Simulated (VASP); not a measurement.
# HgTe (Coloradoite) (F-43m) in VASP: notebook

The runs below take HgTe (Coloradoite) through single point, relaxation of cell and atoms, with r2SCAN+D4, r2SCAN, PBE, PBEsol+D3(BJ), PBE exchange alone.

Program: VASP 6.6.1. These are calculated values, not measurements. Logs are shortened: lines on timing, memory, paths and dates and some standing lists are left out, and cuts for length are marked.

**1. The cell of the first run**

It takes space group F-43m (No. 216, cubic). The conventional cell has a = 6.555 Å, b = 6.555 Å, c = 6.555 Å, α = 90.00°, β = 90.00°, γ = 90.00°. Within 3.7 Å of Hg (site symmetry -43m) lie 4 Te at 2.84 Å. Te (site symmetry -43m) has 4 Hg at 2.84 Å within 3.7 Å.

**2. Single point, r2SCAN+D4**

POSCAR reads:

```
HgTe
1.0
    0.0000000000      3.2775454177      3.2775454177
    3.2775454177      0.0000000000      3.2775454177
    3.2775454177      3.2775454177      0.0000000000
Hg Te
1 1
Direct
    0.0000000000      0.0000000000      0.0000000000
    0.7500000000      0.7500000000      0.7500000000
```

INCAR.step1 reads:

```
ALGO     = Normal         # electronic algorithm
EDIFF    = 1E-4           # SCF threshold, eV
ENCUT    = 520            # plane-wave cutoff, eV
GGA      = PE             # functional
ISMEAR   = -1             # smearing method
LASPH    = True           # aspherical terms in the spheres
LCHARG   = False          # write CHGCAR
LREAL    = False          # projectors in reciprocal space
LWAVE    = True           # write WAVECAR
NBANDS   = 16             # bands
NELM     = 60             # most SCF steps
PREC     = Accurate       # precision mode
SIGMA    = 0.05           # smearing width, eV
```

INCAR.step2 reads:

```
ALGO     = Normal         # electronic algorithm
EDIFF    = 1E-6           # SCF threshold, eV
ENCUT    = 520            # plane-wave cutoff, eV
ISIF     = 2              # what is computed and relaxed
ISMEAR   = -1             # smearing method
ISTART   = 1            
IVDW     = 13             # dispersion correction
LASPH    = True           # aspherical terms in the spheres
LCHARG   = False          # write CHGCAR
LMIXTAU  = True         
LREAL    = False          # projectors in reciprocal space
LWAVE    = False          # write WAVECAR
METAGGA  = R2SCAN         # meta-GGA
NBANDS   = 16             # bands
NELM     = 60             # most SCF steps
PREC     = Accurate       # precision mode
SIGMA    = 0.05           # smearing width, eV
VDW_A1   = 0.51559235   
VDW_A2   = 5.77342911   
VDW_S6   = 1.0          
VDW_S8   = 0.6018749
```

KPOINTS reads:

```
k-points
0
Gamma
  7 7 7
```

Potentials or basis: VASP PAW PBE potentials, release 64 (Hg, Te).

Started as:

```
> cat potpaw_PBE.64/Hg/POTCAR potpaw_PBE.64/Te/POTCAR > POTCAR
> cp INCAR.step1 INCAR
> mpirun -np 1 vasp_std > vasp.out
> cp INCAR.step2 INCAR
> mpirun -np 1 vasp_std > vasp.out
```

OUTCAR:

```text
EDIFF = 1E-6
   ENCUT = 520
   ISIF = 2
   ISMEAR = -1
   ISTART = 1
   IVDW = 13
   LASPH = True
   LREAL = False
   METAGGA = R2SCAN
   NELM = 60
   PREC = Accurate

 ion  position               nearest neighbor table
   1  0.000  0.000  0.000-   2 2.84   2 2.84   2 2.84   2 2.84
   2  0.750  0.750  0.750-   1 2.84   1 2.84   1 2.84   1 2.84

  LATTYP: Found a face centered cubic cell.
 ALAT       =     6.5550908354

  Lattice vectors:

 A1 = (   0.0000000000,   3.2775454177,   3.2775454177)
 A2 = (   3.2775454177,   0.0000000000,   3.2775454177)
 A3 = (   3.2775454177,   3.2775454177,   0.0000000000)

Analysis of symmetry for initial positions (statically):
=====================================================================
 Subroutine PRICEL returns:
 Original cell was already a primitive cell.

 Routine SETGRP: Setting up the symmetry group for a
 face centered cubic supercell.

 Subroutine GETGRP returns: Found 24 space group operations
 (whereof 24 operations were pure point group operations)
 out of a pool of 48 trial point group operations.

The static configuration has the point symmetry T_d .

Analysis of symmetry for dynamics (positions and initial velocities):
=====================================================================
 Subroutine PRICEL returns:
 Original cell was already a primitive cell.

 Routine SETGRP: Setting up the symmetry group for a
 face centered cubic supercell.

 Subroutine GETGRP returns: Found 24 space group operations
 (whereof 24 operations were pure point group operations)
 out of a pool of 48 trial point group operations.

The dynamic configuration has the point symmetry T_d .

 Subroutine INISYM returns: Found 24 space group operations
 (whereof 24 operations are pure point group operations),
 and found     1 'primitive' translations

----------------------------------------------------------------------------------------

                                     Primitive cell

  volume of cell :      70.4168

  direct lattice vectors                    reciprocal lattice vectors
     0.000000000  3.277545418  3.277545418    -0.152553187  0.152553187  0.152553187
     3.277545418  0.000000000  3.277545418     0.152553187 -0.152553187  0.152553187
     3.277545418  3.277545418  0.000000000     0.152553187  0.152553187 -0.152553187

[... 74 lines left out ...]
   LSORBIT =      F    spin-orbit coupling
   LASPH  =      T    aspherical Exc in radial PAW
   ENCUT  =  520.0 eV  38.22 Ry    6.18 a.u.   8.62  8.62  8.62*2*pi/ulx,y,z
   NELM   =     60;   NELMIN=  2; NELMDL=  0     # of ELM steps
   EDIFF  = 0.1E-05   stopping-criterion for ELM
   LREAL  =      F    real-space projection
   EDIFFG = 0.1E-04   stopping-criterion for IOM
   NSW    =      0    number of steps for IOM
   IBRION =     -1    ionic relax: 0-MD 1-quasi-New 2-CG
   NFREE  =      0    steps in history (QN), initial steepest desc. (CG)
   ISIF   =      2    stress and relaxation
   ISYM   =      2    0-nonsym 1-usesym 2-fastsym
   POTIM  = 0.5000    time-step for ionic-motion
   TEBEG  =    0.0;   TEEND  =   0.0 temperature during run
   PSTRESS=    0.0 pullay stress
   NELECT =      18.0000    total number of electrons
   NUPDOWN=      -1.0000    fix difference up-down
   EMIN   =  10.00;   EMAX   =-10.00  energy-range for DOS
   EFERMI =   0.00;   METHOD = LEGACY
   ISMEAR =    -1;   SIGMA  =   0.05  broadening in eV -4-tet -1-fermi 0-gaus
   EFERMI_NEDOS =   21; number of points for ismear=-14 and -15
   IALGO  =     38    algorithm
   IMIX   =      4    mixing-type and parameters
     AMIX     =   0.40;   BMIX     =  1.00
     AMIX_MAG =   1.60;   BMIX_MAG =  1.00
  volume/ion in A,a.u.               =      35.21       237.60
  Fermi-wavevector in a.u.,A,eV,Ry     =   1.038979  1.963386 14.687193  1.079478
  Thomas-Fermi vector in A             =   2.173489
   LORBIT       =      0    0 simple, 1 ext, 2 COOP (PROOUT), +10 PAW based schemes
   METAGGA = R2SCAN    functional components
   LHFCALC =     F    Hartree Fock is set to
   AEXX    =    0.0000 exact exchange contribution
   IVDW    =    13    specifies the selected vdW correction
   LEPSILON=     F    determine dielectric tensor
   LRPA    =     F    only Hartree local field effects (RPA)
 non-spin polarized calculation
  energy-cutoff  :      520.00
  volume of cell :       70.42
 maximum number of plane-waves:      1917
   NGX = 17   NGY = 17   NGZ = 17

 number of electron      18.0000002 magnetization

 Free energy of the ion-electron system (eV)
  ---------------------------------------------------
  ext. energy  EPLUGINS =         0.00000000
  ---------------------------------------------------
  free energy    TOTEN  =       -75.15955735 eV

  energy without entropy =      -75.15881940  energy(sigma->0) =      -75.15918838

 E-fermi :   2.4724     XC(G=0):  -9.1153

 val. band max:        2.4288908887   @ k =   0.0000   0.0000   0.0000
 cond. band min:       3.3188720851   @ k =   0.1429   0.0000   0.0000
 fundamental gap:      0.8899811964
 Fermi energy:         2.4723948931

 k-point     1 :       0.0000    0.0000    0.0000
  band No.  band energies     occupation
      1      -9.6727      2.00000
      2      -4.9710      2.00000
      3      -4.9710      2.00000
      4      -4.9710      2.00000
      5      -4.4504      2.00000
      6      -4.4504      2.00000
[... 357 lines left out ...]
      3      -4.7175      2.00000
      4      -4.5132      2.00000
      5      -4.4582      2.00000
      6      -3.9180      2.00000
[... 8 lines left out ...]
     15      12.9578      0.00000
     16      14.6443      0.00000

------------------------ aborting loop because EDIFF is reached ----------------------------------------

  DFT-D4 for vdW energy calculation

  Edisp (eV):   -0.26021

  FORCE on cell =-STRESS in cart. coord.  units (eV):
  Direction    XX          YY          ZZ          XY          YZ          ZX
  --------------------------------------------------------------------------------------
  -------------------------------------------------------------------------------------
  Total      -0.05679    -0.05679    -0.05679     0.00000    -0.00000     0.00000
  in kB      -1.29217    -1.29217    -1.29217     0.00000    -0.00000     0.00000
  external pressure =       -1.29 kB  Pullay stress =        0.00 kB

 VOLUME and BASIS-vectors are now :
 -----------------------------------------------------------------------------
  energy-cutoff  :      520.00
  volume of cell :       70.42
      direct lattice vectors                 reciprocal lattice vectors
     0.000000000  3.277545418  3.277545418    -0.152553187  0.152553187  0.152553187
     3.277545418  0.000000000  3.277545418     0.152553187 -0.152553187  0.152553187
     3.277545418  3.277545418  0.000000000     0.152553187  0.152553187 -0.152553187

 POSITION                                       TOTAL-FORCE (eV/Angst)
 -----------------------------------------------------------------------------------
      0.00000      0.00000      0.00000         0.000000      0.000000      0.000000
      4.91632      4.91632      4.91632        -0.000000     -0.000000     -0.000000
 -----------------------------------------------------------------------------------
    total drift:                               -0.000000     -0.000000     -0.000000

  FREE ENERGIE OF THE ION-ELECTRON SYSTEM (eV)
  ---------------------------------------------------
  free  energy   TOTEN  =       -75.4197648063 eV

  energy  without entropy=      -75.4190268566  energy(sigma->0) =      -75.41939583
```

OUTCAR.step1:

```text
EDIFF = 1E-4
   ENCUT = 520
   GGA = PE
   ISMEAR = -1
   LASPH = True
[... 593 lines left out ...]
      0.00000      0.00000      0.00000         0.000000     -0.000000     -0.000000
      4.91632      4.91632      4.91632        -0.000000      0.000000      0.000000
 -----------------------------------------------------------------------------------
    total drift:                               -0.000000     -0.000000     -0.000000

  FREE ENERGIE OF THE ION-ELECTRON SYSTEM (eV)
  ---------------------------------------------------
  free  energy   TOTEN  =        -3.6301304058 eV

  energy  without entropy=       -3.6293762233  energy(sigma->0) =       -3.62975331
```

OSZICAR.step1:

```text
N       E                     dE             d eps       ncg     rms          rms(c)
DAV:   1     0.105979817535E+03    0.10598E+03   -0.79269E+03   640   0.966E+02
DAV:   2     0.923962945762E-04   -0.10598E+03   -0.98706E+02   704   0.226E+02
DAV:   3    -0.380206872533E+01   -0.38022E+01   -0.37906E+01   800   0.446E+01
DAV:   4    -0.383695452068E+01   -0.34886E-01   -0.34884E-01   920   0.387E+00
DAV:   5    -0.383703308592E+01   -0.78565E-04   -0.78565E-04   904   0.183E-01    0.699E+00
DAV:   6    -0.363736274316E+01    0.19967E+00   -0.39101E-01   720   0.825E+00    0.560E+00
DAV:   7    -0.363068848973E+01    0.66743E-02   -0.93418E-02   736   0.205E+00    0.213E+00
DAV:   8    -0.363010636406E+01    0.58213E-03   -0.95700E-03   704   0.111E+00    0.500E-01
DAV:   9    -0.363013040584E+01   -0.24042E-04   -0.72035E-04   832   0.306E-01
   1 F= -.36301304E+01 E0= -.36297533E+01  d E =-.754183E-03
```

Wall time 2 min (1 thread of AMD EPYC 7R43 (Zen 3), shared host); peak memory 0.19 GiB.

What came out:

* Free energy: -75.4198 eV
* Pressure: -0.1 GPa
* Band gap on the k mesh: zero (filled and empty bands touch)
* Dispersion energy per atom: -0.130 eV

Levels at points of the mesh, in eV from the Fermi level:
```tsv
k point	band 6	band 7	band 8	band 9	band 10	band 11	band 12	band 13
(0.00, 0.00, 0.00)	-6.92	-0.57	-0.04	-0.04	-0.04	4.60	4.60	4.60
```

Caveat: the PAW data sets were made with another functional, which shifts forces and pressure a little; spin-orbit coupling is left out, which moves the levels of the heavy elements; pairwise dispersion overbinds metals, which lowers pressure and volume.

**3. Single point, r2SCAN**

This run uses another cell than the first one, of 35.49 Å³/atom, 1.008 times its volume.

POSCAR reads:

```
HgTe
1.0
    0.0000000000      3.2862608293      3.2862608293
    3.2862608293      0.0000000000      3.2862608293
    3.2862608293      3.2862608293      0.0000000000
Hg Te
1 1
Direct
    0.0000000000      0.0000000000      0.0000000000
    0.7500000000      0.7500000000      0.7500000000
```

INCAR.step1 reads:

```
PREC = Accurate
ENCUT = 520
ISMEAR = -1
SIGMA = 0.05
LREAL = F
LASPH = T
NELM = 100
NBANDS = 16
GGA = PE
ALGO = Normal
EDIFF = 1E-4
LWAVE = T
LCHARG = F
```

INCAR.step2 reads:

```
PREC = Accurate
ENCUT = 520
EDIFF = 1E-6
ISMEAR = -1
SIGMA = 0.05
LREAL = F
LASPH = T
NELM = 100
ALGO = Normal
ISIF = 2
LWAVE = F
LCHARG = F
METAGGA = R2SCAN
LMIXTAU = T
NBANDS = 16
ISTART = 1
```

KPOINTS reads:

```
Automatic mesh
0
Gamma
  7 7 7
```

Potentials or basis: VASP PAW PBE potentials, release 64 (Hg, Te).

Started as:

```
> cat potpaw_PBE.64/Hg/POTCAR potpaw_PBE.64/Te/POTCAR > POTCAR
> cp INCAR.step1 INCAR
> mpirun -np 1 vasp_std > vasp.out
> cp INCAR.step2 INCAR
> mpirun -np 1 vasp_std > vasp.out
```

Wall time 2 min (1 thread of AMD EPYC 7R43 (Zen 3), shared host); peak memory 0.19 GiB.

Results (log left out):

| Property | Result |
| --- | --- |
| Free energy | -75.1606 eV |
| Pressure | 0.1 GPa |
| Band gap on the k mesh | zero (filled and empty bands touch) |

Levels at points of the mesh, in eV from the Fermi level:
```tsv
k point	band 5	band 6	band 7	band 8	band 9	band 10	band 11	band 12	band 13	band 14
(0.00, 0.00, 0.00)	-6.89	-6.89	-0.59	-0.04	-0.04	-0.04	4.62	4.62	4.62	6.77
```

Caveat: the PAW data sets were made with another functional, which shifts forces and pressure a little; spin-orbit coupling is left out, which moves the levels of the heavy elements.

(Continued in part 2 of 2.)
